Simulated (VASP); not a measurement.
# AlN (F-43m) in VASP: further runs, part 2 of 3

VASP 6.6.1. Earlier steps stand in the parts before.

### 3 Single point, BLYP+D4

This run uses another cell than the first one, of 10.33 Å³/atom.

Contents of INCAR:

```
SYSTEM = AlN
  PREC = Accurate
  ENCUT = 520
  EDIFF = 1E-6
  ISMEAR = -1
  SIGMA = 0.05
  LREAL = .False.
  LASPH = .True.
  NELM = 100
  ALGO = Normal
  ISIF = 2
  LWAVE = .False.
  LCHARG = .False.
  GGA = B5
  ALDAX = 1.0
  AGGAX = 1.0
  AGGAC = 1.0
  ALDAC = 0.0
  IVDW = 13
  VDW_S6 = 1.0
  VDW_S8 = 2.34076671
  VDW_A1 = 0.44488865
  VDW_A2 = 4.0933009
  NBANDS = 11
```

Contents of KPOINTS:

```
Automatic mesh
0
Gamma
  10 10 10
  0 0 0
```

Contents of POSCAR:

```
AlN
1.0
    0.0000000000      2.1777180983      2.1777180983
    2.1777180983      0.0000000000      2.1777180983
    2.1777180983      2.1777180983      0.0000000000
Al N
1 1
Direct
    0.0000000000      0.0000000000      0.0000000000
    0.2500000000      0.2500000000      0.2500000000
```

Potentials or basis: VASP PAW PBE potentials, release 64 (Al, N).

Launch:

```sh
$ cat potpaw_PBE.64/Al/POTCAR potpaw_PBE.64/N/POTCAR > POTCAR
$ mpirun -np 1 vasp_std > vasp.out
```

OUTCAR:

```text
SYSTEM = AlN
   PREC = Accurate
   ENCUT = 520
   EDIFF = 1E-6
   ISMEAR = -1
   LREAL = .False.
   LASPH = .True.
   NELM = 100
   ISIF = 2
   GGA = B5
   IVDW = 13

 ion  position               nearest neighbor table
   1  0.000  0.000  0.000-   2 1.89   2 1.89   2 1.89   2 1.89
   2  0.250  0.250  0.250-   1 1.89   1 1.89   1 1.89   1 1.89

  LATTYP: Found a face centered cubic cell.
 ALAT       =     4.3554361966

  Lattice vectors:

 A1 = (   0.0000000000,   2.1777180983,   2.1777180983)
 A2 = (   2.1777180983,   0.0000000000,   2.1777180983)
 A3 = (   2.1777180983,   2.1777180983,   0.0000000000)

Analysis of symmetry for initial positions (statically):
=====================================================================
 Subroutine PRICEL returns:
 Original cell was already a primitive cell.

 Routine SETGRP: Setting up the symmetry group for a
 face centered cubic supercell.

 Subroutine GETGRP returns: Found 24 space group operations
 (whereof 24 operations were pure point group operations)
 out of a pool of 48 trial point group operations.

The static configuration has the point symmetry T_d .

Analysis of symmetry for dynamics (positions and initial velocities):
=====================================================================
 Subroutine PRICEL returns:
 Original cell was already a primitive cell.

 Routine SETGRP: Setting up the symmetry group for a
 face centered cubic supercell.

 Subroutine GETGRP returns: Found 24 space group operations
 (whereof 24 operations were pure point group operations)
 out of a pool of 48 trial point group operations.

The dynamic configuration has the point symmetry T_d .

 Subroutine INISYM returns: Found 24 space group operations
 (whereof 24 operations are pure point group operations),
 and found     1 'primitive' translations

----------------------------------------------------------------------------------------

                                     Primitive cell

  volume of cell :      20.6555

  direct lattice vectors                    reciprocal lattice vectors
     0.000000000  2.177718098  2.177718098    -0.229598129  0.229598129  0.229598129
     2.177718098  0.000000000  2.177718098     0.229598129 -0.229598129  0.229598129
     2.177718098  2.177718098  0.000000000     0.229598129  0.229598129 -0.229598129

  length of vectors
     3.079758470  3.079758470  3.079758470     0.397675624  0.397675624  0.397675624

  position of ions in fractional coordinates (direct lattice)
     0.000000000  0.000000000  0.000000000
     0.250000000  0.250000000  0.250000000

  ion indices of the primitive-cell ions
   primitive index   ion index
                 1           1
                 2           2

----------------------------------------------------------------------------------------

 KPOINTS: Automatic mesh

Automatic generation of k-mesh.
 Grid dimensions read from file:
 generate k-points for:   10   10   10

 Generating k-lattice:

  Cartesian coordinates                     Fractional coordinates (reciprocal lattice)
    -0.022959813  0.022959813  0.022959813     0.100000000  0.000000000  0.000000000
     0.022959813 -0.022959813  0.022959813     0.000000000  0.100000000  0.000000000
     0.022959813  0.022959813 -0.022959813     0.000000000  0.000000000  0.100000000

  Length of vectors
     0.039767562  0.039767562  0.039767562

  Shift w.r.t. Gamma in fractional coordinates (k-lattice)
     0.000000000  0.000000000  0.000000000

 Subroutine IBZKPT returns following result:
 ===========================================

 Found     47 irreducible k-points:

 Following reciprocal coordinates:
            Coordinates               Weight
  0.000000  0.000000  0.000000      1.000000
  0.100000  0.000000  0.000000      8.000000
  0.200000  0.000000  0.000000      8.000000
  0.300000  0.000000  0.000000      8.000000
  0.400000  0.000000  0.000000      8.000000
  0.500000  0.000000  0.000000      4.000000
[... 16 lines left out ...]
  0.300000  0.300000  0.000000      6.000000
  0.400000  0.300000  0.000000     24.000000
 [... further k-points ...]
   k-points           NKPTS =     47   k-points in BZ     NKDIM =     47   number of bands    NBANDS=     11
   number of dos      NEDOS =    301   number of ions     NIONS =      2
   total plane-waves  NPLWV =  13824
   dimension x,y,z NGX =    24 NGY =   24 NGZ =   24
   dimension x,y,z NGXF=    48 NGYF=   48 NGZF=   48
   ions per type =               1   1
   NGX,Y,Z   is equivalent  to a cutoff of  12.96, 12.96, 12.96 a.u.
   NGXF,Y,Z  is equivalent  to a cutoff of  25.91, 25.91, 25.91 a.u.
 SYSTEM =  AlN
   PREC   = accura    normal or accurate (medium, high low for compatibility)
   ISTART =      0    job   : 0-new  1-cont  2-samecut
   ICHARG =      2    charge: 1-file 2-atom 10-const
   ISPIN  =      1    spin polarized calculation?
   LNONCOLLINEAR =      F non collinear calculations
   LSORBIT =      F    spin-orbit coupling
   LASPH  =      T    aspherical Exc in radial PAW
   ENCUT  =  520.0 eV  38.22 Ry    6.18 a.u.   5.73  5.73  5.73*2*pi/ulx,y,z
   NELM   =    100;   NELMIN=  2; NELMDL= -5     # of ELM steps
   EDIFF  = 0.1E-05   stopping-criterion for ELM
   LREAL  =      F    real-space projection
   EDIFFG = 0.1E-04   stopping-criterion for IOM
   NSW    =      0    number of steps for IOM
   IBRION =     -1    ionic relax: 0-MD 1-quasi-New 2-CG
   NFREE  =      0    steps in history (QN), initial steepest desc. (CG)
   ISIF   =      2    stress and relaxation
   ISYM   =      2    0-nonsym 1-usesym 2-fastsym
   POTIM  = 0.5000    time-step for ionic-motion
   TEBEG  =    0.0;   TEEND  =   0.0 temperature during run
   PSTRESS=    0.0 pullay stress
   NELECT =       8.0000    total number of electrons
   NUPDOWN=      -1.0000    fix difference up-down
   EMIN   =  10.00;   EMAX   =-10.00  energy-range for DOS
   EFERMI =   0.00;   METHOD = LEGACY
   ISMEAR =    -1;   SIGMA  =   0.05  broadening in eV -4-tet -1-fermi 0-gaus
   EFERMI_NEDOS =   21; number of points for ismear=-14 and -15
   IALGO  =     38    algorithm
   IMIX   =      4    mixing-type and parameters
     AMIX     =   0.40;   BMIX     =  1.00
     AMIX_MAG =   1.60;   BMIX_MAG =  1.00
  volume/ion in A,a.u.               =      10.33        69.69
  Fermi-wavevector in a.u.,A,eV,Ry     =   1.193328  2.255063 19.375128  1.424032
  Thomas-Fermi vector in A             =   2.329345
   LORBIT       =      0    0 simple, 1 ext, 2 COOP (PROOUT), +10 PAW based schemes
   GGA     = B5    functional components
   LHFCALC =     F    Hartree Fock is set to
   AEXX    =    0.0000 exact exchange contribution
   IVDW    =    13    specifies the selected vdW correction
   LEPSILON=     F    determine dielectric tensor
   LRPA    =     F    only Hartree local field effects (RPA)
 non-spin polarized calculation
  energy-cutoff  :      520.00
  volume of cell :       20.66
 maximum number of plane-waves:       568
   NGX = 11   NGY = 11   NGZ = 11

 number of electron       7.9999999 magnetization

 Free energy of the ion-electron system (eV)
  ---------------------------------------------------
  ext. energy  EPLUGINS =         0.00000000
  ---------------------------------------------------
  free energy    TOTEN  =       -13.86803849 eV

  energy without entropy =      -13.86803849  energy(sigma->0) =      -13.86803849

 E-fermi :   7.5632     XC(G=0): -10.3419

 val. band max:        6.4558707339   @ k =   0.0000   0.0000   0.0000
 cond. band min:      10.1322714642   @ k =   0.5000   0.5000   0.0000
 fundamental gap:      3.6764007303
 Fermi energy:         7.5632264005

 k-point     1 :       0.0000    0.0000    0.0000
  band No.  band energies     occupation
      1      -8.4734      2.00000
      2       6.4559      2.00000
      3       6.4559      2.00000
      4       6.4559      2.00000
      5      11.0144      0.00000
      6      19.1604      0.00000
      7      19.1604      0.00000
      8      19.1604      0.00000
      9      24.3156      0.00000
     10      24.3156      0.00000
     11      25.8916      0.00000
[... 309 lines left out ...]
 k-point    24 :       0.4000    0.3000    0.0000
  band No.  band energies     occupation
      1      -6.4685      2.00000
      2       2.3701      2.00000
      3       4.7779      2.00000
      4       5.0673      2.00000
      5      11.7040      0.00000
      6      16.2175      0.00000
      7      18.9075      0.00000
      8      21.2272      0.00000
      9      21.7453      0.00000
     10      27.9707      0.00000
     11      30.3576      0.00000

 [... further k-points ...]

------------------------ aborting loop because EDIFF is reached ----------------------------------------

  DFT-D4 for vdW energy calculation

  Edisp (eV):   -1.19068

  FORCE on cell =-STRESS in cart. coord.  units (eV):
  Direction    XX          YY          ZZ          XY          YZ          ZX
  --------------------------------------------------------------------------------------
  -------------------------------------------------------------------------------------
  Total       0.05499     0.05499     0.05499     0.00000     0.00000     0.00000
  in kB       4.26567     4.26567     4.26567     0.00000     0.00000     0.00000
  external pressure =        4.27 kB  Pullay stress =        0.00 kB

 VOLUME and BASIS-vectors are now :
 -----------------------------------------------------------------------------
  energy-cutoff  :      520.00
  volume of cell :       20.66
      direct lattice vectors                 reciprocal lattice vectors
     0.000000000  2.177718098  2.177718098    -0.229598129  0.229598129  0.229598129
     2.177718098  0.000000000  2.177718098     0.229598129 -0.229598129  0.229598129
     2.177718098  2.177718098  0.000000000     0.229598129  0.229598129 -0.229598129

 POSITION                                       TOTAL-FORCE (eV/Angst)
 -----------------------------------------------------------------------------------
      0.00000      0.00000      0.00000        -0.000000     -0.000000     -0.000000
      1.08886      1.08886      1.08886         0.000000      0.000000      0.000000
 -----------------------------------------------------------------------------------
    total drift:                               -0.000000     -0.000000     -0.000000

  FREE ENERGIE OF THE ION-ELECTRON SYSTEM (eV)
  ---------------------------------------------------
  free  energy   TOTEN  =       -15.0587171401 eV

  energy  without entropy=      -15.0587171401  energy(sigma->0) =      -15.05871714
```

OSZICAR:

```text
N       E                     dE             d eps       ncg     rms          rms(c)
DAV:   1     0.120727745143E+02    0.12073E+02   -0.39745E+03  1058   0.616E+02
DAV:   2    -0.158931519422E+02   -0.27966E+02   -0.27059E+02  1231   0.141E+02
DAV:   3    -0.167492513054E+02   -0.85610E+00   -0.85508E+00  1288   0.236E+01
DAV:   4    -0.167541242989E+02   -0.48730E-02   -0.48727E-02  1178   0.195E+00
DAV:   5    -0.167541897974E+02   -0.65498E-04   -0.65498E-04  1249   0.215E-01    0.935E+00
DAV:   6    -0.138746603506E+02    0.28795E+01   -0.14715E+01  1217   0.194E+01    0.274E+00
DAV:   7    -0.138761978552E+02   -0.15375E-02   -0.21113E-01  1124   0.367E+00    0.204E+00
DAV:   8    -0.138697640016E+02    0.64339E-02   -0.39050E-02  1139   0.188E+00    0.605E-01
DAV:   9    -0.138679792909E+02    0.17847E-02   -0.48958E-03  1247   0.436E-01    0.233E-01
DAV:  10    -0.138680331806E+02   -0.53890E-04   -0.48167E-04  1127   0.147E-01    0.164E-02
DAV:  11    -0.138680383488E+02   -0.51682E-05   -0.11972E-05  1223   0.277E-02    0.160E-02
DAV:  12    -0.138680384905E+02   -0.14170E-06   -0.59930E-07  1160   0.545E-03
   1 F= -.15058717E+02 E0= -.15058717E+02  d E =-.115965E-10
```

stdout:

```text
POSCAR found type information on POSCAR AlN
 POSCAR found :  2 types and       2 ions
 scaLAPACK will be used
 -----------------------------------------------------------------------------
|                                                                             |
|                                                                             |
|     You enforced a specific xc type in the INCAR file but a different       |
|     I HOPE YOU KNOW WHAT YOU ARE DOING!                                     |
|                                                                             |
 -----------------------------------------------------------------------------

 LDA part: xc-table for (Slater(with rela. corr.)+VWN5), standard interpolation
 POSCAR, INCAR and KPOINTS ok, starting setup
 FFT: planning ... GRIDC
 FFT: planning ... GRID_SOFT
 FFT: planning ... GRID
 WAVECAR not read
 entering main loop
```

Run time: 21 s. Hardware: 1 thread of Intel Xeon 8259CL, shared host; peak memory 0.14 GiB.

Results:

| Item | Value |
| --- | --- |
| Free energy | -15.0587 eV |
| Pressure | 0.4 GPa |
| Band gap on the k mesh | 3.68 eV (least direct gap 4.56 eV) |
| Dispersion energy per atom | -0.595 eV |

Levels at points of the mesh, in eV from the valence-band top:
```tsv
k point	band 2	band 3	band 4	band 5	band 6	band 7
(0.00, 0.00, 0.00)	0.00	0.00	0.00	4.56	12.70	12.70
(0.50, 0.00, 0.00)	-5.76	-0.48	-0.48	7.63	10.20	11.34
(0.50, 0.50, 0.00)	-4.85	-1.76	-1.76	3.68	8.85	14.14
```

Caveat: the PAW data sets were made with another functional, which shifts forces and pressure a little.

(Continued in part 3 of 3.)
